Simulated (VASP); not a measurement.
**RbBr: single point with HSE06**

Crystal: RbBr.

```xyz
2
Lattice="0.0433 3.4608 3.4608 3.4608 0.0433 3.4608 3.5041 3.5041 0.0000" Properties=species:S:1:pos:R:3 pbc="T T T"
Rb    0.0000    0.0000    0.0000
Br    3.5041    3.5041    3.4608
```

This cell differs from its parent crystal: shear xy strain +2.5%.

```yaml
Program: VASP 6.6.1
Task: single point
Functional: HSE06
Potentials_or_basis: VASP PAW PBE potentials, release 64 (Rb_sv, Br)
Cutoff: 520 eV
k_mesh: 4 × 4 × 4
Occupations: gaussian, width 0.01 eV
Spin: no spin polarisation
```

The pressure is 0.3 GPa. The band gap on the k mesh is 5.42 eV.

Stress tensor (GPa, compression positive):
```
 0.32 -0.10  0.00
-0.10  0.32  0.00
 0.00  0.00  0.32
```

Levels at points of the mesh, in eV from the valence-band top:
| k point | band 6 | band 7 | band 8 | band 9 | band 10 | band 11 |
| --- | --- | --- | --- | --- | --- | --- |
| (0.00, 0.00, 0.00) | -0.04 | -0.02 | 0.00 | 5.42 | 8.41 | 8.51 |
| (0.50, 0.00, 0.00) | -0.99 | -0.39 | -0.36 | 7.86 | 8.88 | 10.75 |
| (0.50, 0.50, 0.00) | -0.51 | -0.22 | -0.16 | 6.76 | 8.28 | 10.25 |
| (0.00, 0.00, 0.50) | -0.99 | -0.36 | -0.33 | 7.85 | 8.80 | 10.69 |
| (0.50, 0.00, 0.50) | -0.51 | -0.19 | -0.19 | 6.76 | 8.28 | 10.25 |

Run time: 25 min on 1 thread of Intel(R) Xeon(R) Platinum 8259CL CPU @ 2.50GHz (Skylake/Cascade Lake) (shared host), peak memory 0.35 GiB.

Caveat: the cell differs from its parent crystal (shear xy strain +2.5%); the PAW data sets were made with another functional, which shifts forces and pressure a little.
